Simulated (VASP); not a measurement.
# NaF (Fm-3m) in VASP: density of states with PBE

Aim: the density of states of NaF with PBE.

All numbers are computed with VASP 6.6.1; they aren't measurements. Logs are shortened: lines on timing, memory, paths and dates and some standing lists are left out, and cuts for length are marked.

## 1. The cell of the first run

It takes space group Fm-3m (No. 225, cubic). Conventional cell: a = 4.686 Å, b = 4.686 Å, c = 4.686 Å, α = 90.00°, β = 90.00°, γ = 90.00°. F (site symmetry m-3m) has 6 Na at 2.34 Å within 3.1 Å. Within 3.1 Å of Na (site symmetry m-3m) lie 6 F at 2.34 Å.

## 2. Density of states, PBE

The input, POSCAR:

```
NaF
1.0
    0.0000000000      2.3431773600      2.3431773600
    2.3431773600      0.0000000000      2.3431773600
    2.3431773600      2.3431773600      0.0000000000
F Na
1 1
Direct
    0.5000000000      0.5000000000      0.5000000000
    0.0000000000      0.0000000000      0.0000000000
```

The input, INCAR.step1:

```
SYSTEM = NaF
ALGO = Normal
EDIFF = 1E-7
ENCUT = 520
GGA = PE
ISIF = 2
ISMEAR = -1
LASPH = .TRUE.
LCHARG = .TRUE.
LREAL = .FALSE.
LWAVE = .FALSE.
NBANDS = 14
NELM = 100
PREC = Accurate
SIGMA = 0.0386
```

The input, KPOINTS.step1:

```
k-points
0
G
  9 9 9
  0 0 0
```

The input, INCAR.step2:

```
SYSTEM = NaF
ALGO = Normal
EDIFF = 1E-7
ENCUT = 520
GGA = PE
ICHARG = 11
ISIF = 2
ISMEAR = -5
LASPH = .TRUE.
LCHARG = .FALSE.
LORBIT = 11
LREAL = .FALSE.
LWAVE = .FALSE.
NEDOS = 1001
NELM = 100
PREC = Accurate
SIGMA = 0.0386
```

The input, KPOINTS.step2:

```
k-points
0
G
  14 14 14
  0 0 0
```

Potentials or basis: VASP PAW PBE potentials, release 64 (F, Na_pv).

The run is started by

```console
cat potpaw_PBE.64/F/POTCAR potpaw_PBE.64/Na_pv/POTCAR > POTCAR
cp INCAR.step1 INCAR
cp KPOINTS.step1 KPOINTS
mpirun -np 1 vasp_std > vasp.out
cp INCAR.step2 INCAR
cp KPOINTS.step2 KPOINTS
mpirun -np 1 vasp_std > vasp.out
```

OUTCAR:

```text
SYSTEM = NaF
   EDIFF = 1E-7
   ENCUT = 520
   GGA = PE
   ICHARG = 11
   ISIF = 2
   ISMEAR = -5
   LASPH = .TRUE.
   LORBIT = 11
   LREAL = .FALSE.
   NELM = 100
   PREC = Accurate

 ion  position               nearest neighbor table
   1  0.500  0.500  0.500-   2 2.34   2 2.34   2 2.34   2 2.34   2 2.34   2 2.34
   2  0.000  0.000  0.000-   1 2.34   1 2.34   1 2.34   1 2.34   1 2.34   1 2.34

  LATTYP: Found a face centered cubic cell.
 ALAT       =     4.6863547200

  Lattice vectors:

 A1 = (   0.0000000000,   2.3431773600,   2.3431773600)
 A2 = (   2.3431773600,   0.0000000000,   2.3431773600)
 A3 = (   2.3431773600,   2.3431773600,   0.0000000000)

Analysis of symmetry for initial positions (statically):
=====================================================================
 Subroutine PRICEL returns:
 Original cell was already a primitive cell.

 Routine SETGRP: Setting up the symmetry group for a
 face centered cubic supercell.

 Subroutine GETGRP returns: Found 48 space group operations
 (whereof 48 operations were pure point group operations)
 out of a pool of 48 trial point group operations.

The static configuration has the point symmetry O_h .

Analysis of symmetry for dynamics (positions and initial velocities):
=====================================================================
 Subroutine PRICEL returns:
 Original cell was already a primitive cell.

 Routine SETGRP: Setting up the symmetry group for a
 face centered cubic supercell.

 Subroutine GETGRP returns: Found 48 space group operations
 (whereof 48 operations were pure point group operations)
 out of a pool of 48 trial point group operations.

The dynamic configuration has the point symmetry O_h .

 Subroutine INISYM returns: Found 48 space group operations
 (whereof 48 operations are pure point group operations),
 and found     1 'primitive' translations

----------------------------------------------------------------------------------------

                                     Primitive cell

  volume of cell :      25.7303

  direct lattice vectors                    reciprocal lattice vectors
     0.000000000  2.343177360  2.343177360    -0.213385469  0.213385469  0.213385469
     2.343177360  0.000000000  2.343177360     0.213385469 -0.213385469  0.213385469
     2.343177360  2.343177360  0.000000000     0.213385469  0.213385469 -0.213385469

  length of vectors
     3.313753202  3.313753202  3.313753202     0.369594474  0.369594474  0.369594474

  position of ions in fractional coordinates (direct lattice)
     0.500000000  0.500000000  0.500000000
     0.000000000  0.000000000  0.000000000

  ion indices of the primitive-cell ions
   primitive index   ion index
                 1           1
                 2           2

----------------------------------------------------------------------------------------

 KPOINTS: k-points

Automatic generation of k-mesh.
 Grid dimensions read from file:
 generate k-points for:   14   14   14

 Generating k-lattice:

  Cartesian coordinates                     Fractional coordinates (reciprocal lattice)
    -0.015241819  0.015241819  0.015241819     0.071428571  0.000000000  0.000000000
     0.015241819 -0.015241819  0.015241819     0.000000000  0.071428571  0.000000000
     0.015241819  0.015241819 -0.015241819     0.000000000  0.000000000  0.071428571

  Length of vectors
     0.026399605  0.026399605  0.026399605

  Shift w.r.t. Gamma in fractional coordinates (k-lattice)
     0.000000000  0.000000000  0.000000000

 TETIRR: Found    389 inequivalent tetrahedra from    16464

 Subroutine IBZKPT returns following result:
 ===========================================

 Found    104 irreducible k-points:

 Following reciprocal coordinates:
            Coordinates               Weight
  0.000000  0.000000  0.000000      1.000000
  0.071429  0.000000  0.000000      8.000000
  0.142857  0.000000  0.000000      8.000000
  0.214286  0.000000  0.000000      8.000000
  0.285714  0.000000  0.000000      8.000000
  0.357143  0.000000  0.000000      8.000000
[... 16 lines left out ...]
  0.214286  0.142857  0.000000     24.000000
  0.285714  0.142857  0.000000     24.000000
 [... further k-points ...]
   k-points           NKPTS =    104   k-points in BZ     NKDIM =    104   number of bands    NBANDS=     11
   number of dos      NEDOS =   1001   number of ions     NIONS =      2
   total plane-waves  NPLWV =  21952
   dimension x,y,z NGX =    28 NGY =   28 NGZ =   28
   dimension x,y,z NGXF=    56 NGYF=   56 NGZF=   56
   ions per type =               1   1
   NGX,Y,Z   is equivalent  to a cutoff of  14.05, 14.05, 14.05 a.u.
   NGXF,Y,Z  is equivalent  to a cutoff of  28.09, 28.09, 28.09 a.u.
 SYSTEM =  NaF
   PREC   = accura    normal or accurate (medium, high low for compatibility)
   ISTART =      0    job   : 0-new  1-cont  2-samecut
   ICHARG =     11    charge: 1-file 2-atom 10-const
   ISPIN  =      1    spin polarized calculation?
   LNONCOLLINEAR =      F non collinear calculations
   LSORBIT =      F    spin-orbit coupling
   LASPH  =      T    aspherical Exc in radial PAW
   ENCUT  =  520.0 eV  38.22 Ry    6.18 a.u.   6.16  6.16  6.16*2*pi/ulx,y,z
   NELM   =    100;   NELMIN=  2; NELMDL=  0     # of ELM steps
   EDIFF  = 0.1E-06   stopping-criterion for ELM
   LREAL  =      F    real-space projection
   EDIFFG = 0.1E-05   stopping-criterion for IOM
   NSW    =      0    number of steps for IOM
   IBRION =     -1    ionic relax: 0-MD 1-quasi-New 2-CG
   NFREE  =      0    steps in history (QN), initial steepest desc. (CG)
   ISIF   =      2    stress and relaxation
   ISYM   =      2    0-nonsym 1-usesym 2-fastsym
   POTIM  = 0.5000    time-step for ionic-motion
   TEBEG  =    0.0;   TEEND  =   0.0 temperature during run
   PSTRESS=    0.0 pullay stress
   NELECT =      14.0000    total number of electrons
   NUPDOWN=      -1.0000    fix difference up-down
   EMIN   =  10.00;   EMAX   =-10.00  energy-range for DOS
   EFERMI =   0.00;   METHOD = LEGACY
   ISMEAR =    -5;   SIGMA  =   0.04  broadening in eV -4-tet -1-fermi 0-gaus
   EFERMI_NEDOS =   21; number of points for ismear=-14 and -15
   IALGO  =     38    algorithm
   IMIX   =      4    mixing-type and parameters
     AMIX     =   0.40;   BMIX     =  1.00
     AMIX_MAG =   1.60;   BMIX_MAG =  1.00
  volume/ion in A,a.u.               =      12.87        86.82
  Fermi-wavevector in a.u.,A,eV,Ry     =   1.336500  2.525619 24.303171  1.786233
  Thomas-Fermi vector in A             =   2.465122
   LORBIT       =     11    0 simple, 1 ext, 2 COOP (PROOUT), +10 PAW based schemes
   GGA     = PE    functional components
   LHFCALC =     F    Hartree Fock is set to
   AEXX    =    0.0000 exact exchange contribution
   IVDW    =     0    specifies the selected vdW correction
   LEPSILON=     F    determine dielectric tensor
   LRPA    =     F    only Hartree local field effects (RPA)
 non-spin polarized calculation
 Fermi weights with tetrahedron method with Bloechl corrections
  energy-cutoff  :      520.00
  volume of cell :       25.73
 maximum number of plane-waves:       702
 NGX is ok and might be reduce to    28

 number of electron      14.0000005 magnetization

 Free energy of the ion-electron system (eV)
  ---------------------------------------------------
  ext. energy  EPLUGINS =         0.00000000
  ---------------------------------------------------
  free energy    TOTEN  =        -8.56892324 eV

  energy without entropy =       -8.56892324  energy(sigma->0) =       -8.56892324

 E-fermi :  -2.2156     XC(G=0):  -8.9953

 val. band max:       -2.2269084835   @ k =   0.0000   0.0000   0.0000
 cond. band min:       3.8940435709   @ k =   0.0000   0.0000   0.0000
 fundamental gap:      6.1209520543
 Fermi energy:        -2.2156481994

 k-point     1 :       0.0000    0.0000    0.0000
  band No.  band energies     occupation
      1     -21.3456      2.00000
      2     -21.2758      2.00000
      3     -21.2758      2.00000
      4     -21.2758      2.00000
      5      -2.2269      2.00000
      6      -2.2269      2.00000
      7      -2.2269      2.00000
      8       3.8940      0.00000
      9      16.5077      0.00000
     10      16.5077      0.00000
     11      16.5077      0.00000

 k-point     2 :       0.0714    0.0000    0.0000
  band No.  band energies     occupation
      1     -21.4789      2.00000
      2     -21.2763      2.00000
      3     -21.2763      2.00000
      4     -21.1362      2.00000
      5      -2.3264      2.00000
      6      -2.2390      2.00000
      7      -2.2390      2.00000
      8       4.0761      0.00000
      9      15.7424      0.00000
     10      16.5840      0.00000
     11      16.5840      0.00000

 k-point     3 :       0.1429    0.0000    0.0000
  band No.  band energies     occupation
      1     -21.6281      2.00000
      2     -21.2779      2.00000
      3     -21.2779      2.00000
      4     -20.9695      2.00000
      5      -2.5844      2.00000
      6      -2.2726      2.00000
      7      -2.2726      2.00000
      8       4.5782      0.00000
      9      14.4727      0.00000
     10      16.7935      0.00000
     11      16.7936      0.00000
[... 267 lines left out ...]
 k-point    23 :       0.2143    0.1429    0.0000
  band No.  band energies     occupation
      1     -21.7030      2.00000
      2     -21.2886      2.00000
      3     -21.2873      2.00000
      4     -20.8611      2.00000
      5      -2.8403      2.00000
      6      -2.3507      2.00000
      7      -2.3489      2.00000
      8       5.3234      0.00000
      9      13.5241      0.00000
     10      16.7329      0.00000
     11      16.7517      0.00000

 k-point    24 :       0.2857    0.1429    0.0000
  band No.  band energies     occupation
      1     -21.7795      2.00000
      2     -21.2921      2.00000
      3     -21.2896      2.00000
      4     -20.7638      2.00000
      5      -3.0885      2.00000
      6      -2.4135      2.00000
      7      -2.3981      2.00000
      8       6.0512      0.00000
      9      12.6458      0.00000
     10      16.7286      0.00000
     11      16.8858      0.00000

 [... further k-points ...]

------------------------ aborting loop because EDIFF is reached ----------------------------------------

  FORCE on cell =-STRESS in cart. coord.  units (eV):
  Direction    XX          YY          ZZ          XY          YZ          ZX
  --------------------------------------------------------------------------------------
  -------------------------------------------------------------------------------------
  Total        0.0473858      0.0473858      0.0473858      0.0000000      0.0000000      0.0000000
  in kB        2.9506229      2.9506229      2.9506229      0.0000000      0.0000000      0.0000000
  external PRESSURE =       2.9506229 kB  Pullay stress =       0.0000000 kB

 VOLUME and BASIS-vectors are now :
 -----------------------------------------------------------------------------
  energy-cutoff  :      520.00
  volume of cell :       25.73
      direct lattice vectors                 reciprocal lattice vectors
     0.000000000  2.343177360  2.343177360    -0.213385469  0.213385469  0.213385469
     2.343177360  0.000000000  2.343177360     0.213385469 -0.213385469  0.213385469
     2.343177360  2.343177360  0.000000000     0.213385469  0.213385469 -0.213385469

 POSITION                                       TOTAL-FORCE (eV/Angst)
 -----------------------------------------------------------------------------------
      2.34318      2.34318      2.34318         0.000000      0.000000      0.000000
      0.00000      0.00000      0.00000         0.000000      0.000000      0.000000
 -----------------------------------------------------------------------------------
    total drift:                                0.000000      0.000000      0.000000

  FREE ENERGIE OF THE ION-ELECTRON SYSTEM (eV)
  ---------------------------------------------------
  free  energy   TOTEN  =        -8.5689232352 eV

  energy  without entropy=       -8.5689232352  energy(sigma->0) =       -8.56892324

 total charge

# of ion       s       p       d       tot
------------------------------------------
    1        1.728   4.375   0.000   6.104
    2        0.047   5.991   0.000   6.038
--------------------------------------------------
tot          1.776  10.366   0.000  12.142
```

It took 22 s on 1 thread of Intel Xeon 6975P-C (Granite Rapids), shared host; peak memory 0.15 GiB.

Results:

```yaml
Valence_electrons_inside_the_program's_atomic_spheres: F 6.10; Na 6.04
```
